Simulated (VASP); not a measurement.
# MgTl (Pm-3m) in VASP: notebook

The runs below take MgTl through electric field gradients, with LDA.

Program: VASP 6.6.1. These are calculated values, not measurements. Logs are shortened: lines on timing, memory, paths and dates and some standing lists are left out, and cuts for length are marked.

## 1. The cell of the first run

Symmetry: Pm-3m, No. 221, cubic system. The conventional cell has a = 3.683 Å, b = 3.683 Å, c = 3.683 Å, α = 90.00°, β = 90.00°, γ = 90.00°. Mg (site symmetry m-3m) has 8 Tl at 3.19 Å and 6 Mg at 3.68 Å within 4.2 Å. Tl (site symmetry m-3m) has 8 Mg at 3.19 Å and 6 Tl at 3.68 Å within 4.2 Å.

## 2. Electric field gradients, LDA (24.98 Å³/atom)

Contents of INCAR:

```
SYSTEM = MgTl
ALGO     = Normal         ! electronic algorithm
EDIFF    = 1E-8           ! SCF threshold, eV
ENCUT    = 520            ! plane-wave cutoff, eV
ISIF     = 2              ! what is computed and relaxed
ISMEAR   = -1             ! smearing method
LASPH    = .TRUE.         ! aspherical terms in the spheres
LCHARG   = .FALSE.        ! write CHGCAR
LEFG     = .TRUE.       
LREAL    = .FALSE.        ! projectors in reciprocal space
LWAVE    = .FALSE.        ! write WAVECAR
NBANDS   = 14             ! bands
NELM     = 80             ! most SCF steps
PREC     = Accurate       ! precision mode
SIGMA    = 0.05           ! smearing width, eV
```

Contents of KPOINTS:

```
k-points
0
G
  9 9 9
  0 0 0
```

Contents of POSCAR:

```
MgTl
1.0
    3.6828344329      0.0000000000      0.0000000000
    0.0000000000      3.6828344329      0.0000000000
    0.0000000000      0.0000000000      3.6828344329
Mg Tl
1 1
Direct
    0.0000000000      0.0000000000      0.0000000000
    0.5000000000      0.5000000000      0.5000000000
```

Potentials or basis: VASP PAW LDA potentials, release 64 (Mg, Tl_d).

Started as:

```
> cat potpaw_LDA.64/Mg/POTCAR potpaw_LDA.64/Tl_d/POTCAR > POTCAR
> mpirun -np 1 vasp_std > vasp.out
```

OUTCAR:

```text
SYSTEM = MgTl
   EDIFF = 1E-8
   ENCUT = 520
   ISIF = 2
   ISMEAR = -1
   LASPH = .TRUE.
   LREAL = .FALSE.
   NELM = 80
   PREC = Accurate

 ion  position               nearest neighbor table
   1  0.000  0.000  0.000-   2 3.19   2 3.19   2 3.19   2 3.19   2 3.19   2 3.19   2 3.19   2 3.19

   2  0.500  0.500  0.500-   1 3.19   1 3.19   1 3.19   1 3.19   1 3.19   1 3.19   1 3.19   1 3.19

  LATTYP: Found a simple cubic cell.
 ALAT       =     3.6828344329

  Lattice vectors:

 A1 = (   3.6828344329,   0.0000000000,   0.0000000000)
 A2 = (   0.0000000000,   3.6828344329,   0.0000000000)
 A3 = (   0.0000000000,   0.0000000000,   3.6828344329)

Analysis of symmetry for initial positions (statically):
=====================================================================
 Subroutine PRICEL returns:
 Original cell was already a primitive cell.

 Routine SETGRP: Setting up the symmetry group for a
 simple cubic supercell.

 Subroutine GETGRP returns: Found 48 space group operations
 (whereof 48 operations were pure point group operations)
 out of a pool of 48 trial point group operations.

The static configuration has the point symmetry O_h .

Analysis of symmetry for dynamics (positions and initial velocities):
=====================================================================
 Subroutine PRICEL returns:
 Original cell was already a primitive cell.

 Routine SETGRP: Setting up the symmetry group for a
 simple cubic supercell.

 Subroutine GETGRP returns: Found 48 space group operations
 (whereof 48 operations were pure point group operations)
 out of a pool of 48 trial point group operations.

The dynamic configuration has the point symmetry O_h .

 Subroutine INISYM returns: Found 48 space group operations
 (whereof 48 operations are pure point group operations),
 and found     1 'primitive' translations

----------------------------------------------------------------------------------------

                                     Primitive cell

  volume of cell :      49.9513

[... 135 lines left out ...]

 E-fermi :   5.0495     XC(G=0):  -9.8116

 val. band max:        4.9682441305   @ k =   0.4444   0.3333   0.3333
 cond. band min:       5.0943653623   @ k =   0.3333   0.2222   0.1111
 fundamental gap:      0.1261212317
 Fermi energy:         5.0494944077

 k-point     1 :       0.0000    0.0000    0.0000
  band No.  band energies     occupation
      1      -6.6749      2.00000
      2      -6.6749      2.00000
      3      -6.3606      2.00000
      4      -6.3606      2.00000
      5      -6.3606      2.00000
      6      -4.3397      2.00000
      7       7.3700      0.00000
      8       7.3700      0.00000
      9       7.3700      0.00000
     10       8.0280      0.00000
     11      10.3075      0.00000
     12      10.3075      0.00000
     13      17.9874      0.00000
     14      17.9874      0.00000
[... 377 lines left out ...]
      1      -6.6219      2.00000
      2      -6.5108      2.00000
      3      -6.4825      2.00000
      4      -6.4523      2.00000
      5      -6.2599      2.00000
      6      -1.1954      2.00000
      7       2.0108      2.00000
      8       4.0286      2.00000
      9       6.4564      0.00000
     10       9.2052      0.00000
     11      10.9518      0.00000
     12      13.0617      0.00000
     13      13.6333      0.00000
     14      15.5285      0.00000

 [... further k-points ...]

------------------------ aborting loop because EDIFF is reached ----------------------------------------

  FORCE on cell =-STRESS in cart. coord.  units (eV):
  Direction    XX          YY          ZZ          XY          YZ          ZX
  --------------------------------------------------------------------------------------
  -------------------------------------------------------------------------------------
  Total       -1.2162624     -1.2162624     -1.2162624     -0.0000000     -0.0000000     -0.0000000
  in kB      -39.0113775    -39.0113775    -39.0113775     -0.0000000     -0.0000000     -0.0000000
  external PRESSURE =     -39.0113775 kB  Pullay stress =       0.0000000 kB

 VOLUME and BASIS-vectors are now :
 -----------------------------------------------------------------------------
  energy-cutoff  :      520.00
  volume of cell :       49.95
      direct lattice vectors                 reciprocal lattice vectors
     3.682834433  0.000000000  0.000000000     0.271529991  0.000000000  0.000000000
     0.000000000  3.682834433  0.000000000     0.000000000  0.271529991  0.000000000
     0.000000000  0.000000000  3.682834433     0.000000000  0.000000000  0.271529991

 POSITION                                       TOTAL-FORCE (eV/Angst)
 -----------------------------------------------------------------------------------
      0.00000      0.00000      0.00000         0.000000      0.000000      0.000000
      1.84142      1.84142      1.84142         0.000000      0.000000      0.000000
 -----------------------------------------------------------------------------------
    total drift:                                0.000000      0.000000      0.000000

  FREE ENERGIE OF THE ION-ELECTRON SYSTEM (eV)
  ---------------------------------------------------
  free  energy   TOTEN  =        -5.0130947926 eV

  energy  without entropy=       -5.0042316925  energy(sigma->0) =       -5.00866324

 Electric field gradients (V/A^2)
---------------------------------------------------------------------
 ion       V_xx      V_yy      V_zz      V_xy      V_xz      V_yz
---------------------------------------------------------------------
   1      -0.000     0.000     0.000     0.000     0.000     0.000
   2      -0.000    -0.000    -0.000     0.000    -0.000    -0.000
---------------------------------------------------------------------

 Electric field gradients after diagonalization (V/A^2)
 (convention: |V_zz| > |V_xx| > |V_yy|)
----------------------------------------------------------------------
 ion       V_xx      V_yy      V_zz     asymmetry (V_yy - V_xx)/ V_zz
----------------------------------------------------------------------
   1      -0.000     0.000     0.000       0.358
   2      -0.000    -0.000    -0.000      -0.279
----------------------------------------------------------------------

           NMR quadrupolar parameters

 Cq : quadrupolar parameter    Cq=e*Q*V_zz/h
 eta: asymmetry parameters     (V_yy - V_xx)/ V_zz
 Q  : nuclear electric quadrupole moment in mb (millibarn)
----------------------------------------------------------------------
 ion       Cq(MHz)       eta       Q (mb)
----------------------------------------------------------------------
   1       0.000       0.358       1.000
   2      -0.000      -0.279       1.000
----------------------------------------------------------------------
```

Run time: 17 s. Hardware: 1 thread of Intel Xeon Platinum 8259CL at 2.50GHz (Skylake/Cascade Lake), shared host; peak memory 0.15 GiB.

Results:

* Free energy: -5.0131 eV
* Pressure: -3.9 GPa
* Band gap on the k mesh: zero (an odd number of electrons rules out a gap without spin polarisation)
* Largest electric field gradient by atom: under 0.05 V/Å² on every atom

Levels at points of the mesh, in eV from the Fermi level:
| k point | band 4 | band 5 | band 6 | band 7 | band 8 | band 9 | band 10 | band 11 |
| --- | --- | --- | --- | --- | --- | --- | --- | --- |
| (0.00, 0.00, 0.00) | -11.41 | -11.41 | -9.39 | 2.32 | 2.32 | 2.32 | 2.98 | 5.26 |

Caveat: the cell stands under tension; spin-orbit coupling is left out, which moves the levels of the heavy elements.

## 3. Electric field gradients, LDA (24.98 Å³/atom)

Contents of INCAR:

```
PREC = Accurate
ENCUT = 520
EDIFF = 1E-8
ISMEAR = -1
SIGMA = 0.05
LREAL = F
LASPH = T
NELM = 80
ALGO = Normal
ISIF = 2
LWAVE = F
LCHARG = F
LEFG = T
NBANDS = 14
```

Contents of KPOINTS:

```
Automatic mesh
0
Gamma
  9 9 9
```

POSCAR is that of step 2.

Potentials or basis: VASP PAW LDA potentials, release 64 (Mg, Tl_d).

Started as:

```
> cat potpaw_LDA.64/Mg/POTCAR potpaw_LDA.64/Tl_d/POTCAR > POTCAR
> mpirun -np 1 vasp_std > vasp.out
```

OUTCAR:

```text
PREC = Accurate
   ENCUT = 520
   EDIFF = 1E-8
   ISMEAR = -1
   LREAL = F
   LASPH = T
   NELM = 80
   ISIF = 2

 ion  position               nearest neighbor table
   1  0.000  0.000  0.000-   2 3.19   2 3.19   2 3.19   2 3.19   2 3.19   2 3.19   2 3.19   2 3.19

   2  0.500  0.500  0.500-   1 3.19   1 3.19   1 3.19   1 3.19   1 3.19   1 3.19   1 3.19   1 3.19

  LATTYP: Found a simple cubic cell.
 ALAT       =     3.6828344329

  Lattice vectors:

 A1 = (   3.6828344329,   0.0000000000,   0.0000000000)
 A2 = (   0.0000000000,   3.6828344329,   0.0000000000)
 A3 = (   0.0000000000,   0.0000000000,   3.6828344329)

Analysis of symmetry for initial positions (statically):
=====================================================================
 Subroutine PRICEL returns:
 Original cell was already a primitive cell.

 Routine SETGRP: Setting up the symmetry group for a
 simple cubic supercell.

[... 597 lines left out ...]
      direct lattice vectors                 reciprocal lattice vectors
     3.682834433  0.000000000  0.000000000     0.271529991  0.000000000  0.000000000
     0.000000000  3.682834433  0.000000000     0.000000000  0.271529991  0.000000000
     0.000000000  0.000000000  3.682834433     0.000000000  0.000000000  0.271529991

 POSITION                                       TOTAL-FORCE (eV/Angst)
 -----------------------------------------------------------------------------------
      0.00000      0.00000      0.00000         0.000000      0.000000      0.000000
      1.84142      1.84142      1.84142         0.000000      0.000000      0.000000
 -----------------------------------------------------------------------------------
    total drift:                                0.000000      0.000000      0.000000

  FREE ENERGIE OF THE ION-ELECTRON SYSTEM (eV)
  ---------------------------------------------------
  free  energy   TOTEN  =        -5.0130947926 eV

  energy  without entropy=       -5.0042316925  energy(sigma->0) =       -5.00866324

 Electric field gradients (V/A^2)
---------------------------------------------------------------------
 ion       V_xx      V_yy      V_zz      V_xy      V_xz      V_yz
---------------------------------------------------------------------
   1      -0.000     0.000     0.000     0.000     0.000     0.000
   2      -0.000    -0.000    -0.000     0.000    -0.000    -0.000
---------------------------------------------------------------------

 Electric field gradients after diagonalization (V/A^2)
 (convention: |V_zz| > |V_xx| > |V_yy|)
----------------------------------------------------------------------
 ion       V_xx      V_yy      V_zz     asymmetry (V_yy - V_xx)/ V_zz
----------------------------------------------------------------------
   1      -0.000     0.000     0.000       0.358
   2      -0.000    -0.000    -0.000      -0.279
----------------------------------------------------------------------

           NMR quadrupolar parameters

 Cq : quadrupolar parameter    Cq=e*Q*V_zz/h
 eta: asymmetry parameters     (V_yy - V_xx)/ V_zz
 Q  : nuclear electric quadrupole moment in mb (millibarn)
----------------------------------------------------------------------
 ion       Cq(MHz)       eta       Q (mb)
----------------------------------------------------------------------
   1       0.000       0.358       1.000
   2      -0.000      -0.279       1.000
----------------------------------------------------------------------
```

stdout:

```text
POSCAR found type information on POSCAR MgTl
 POSCAR found :  2 types and       2 ions
 scaLAPACK will be used
 LDA part: xc-table for (Slater(with rela. corr.)+CA(PZ))
 , standard interpolation
 POSCAR, INCAR and KPOINTS ok, starting setup
 FFT: planning ... GRIDC
 FFT: planning ... GRID_SOFT
 FFT: planning ... GRID
 WAVECAR not read
 entering main loop
ion   1

ion   2
```

It took 19 s on 1 thread of Intel Xeon Platinum 8259CL at 2.50GHz (Skylake/Cascade Lake), shared host; peak memory 0.15 GiB.

What came out:

```
Free energy                             : -5.0131 eV
Pressure                                : -3.9 GPa
Band gap on the k mesh                  : zero (an odd number of electrons rules out a gap without spin polarisation)
Largest electric field gradient by atom : under 0.05 V/Å² on every atom
```

Caveat: the cell stands under tension; spin-orbit coupling is left out, which moves the levels of the heavy elements.

The gap in the log of VASP goes by the Fermi energy; the results here count the filled bands.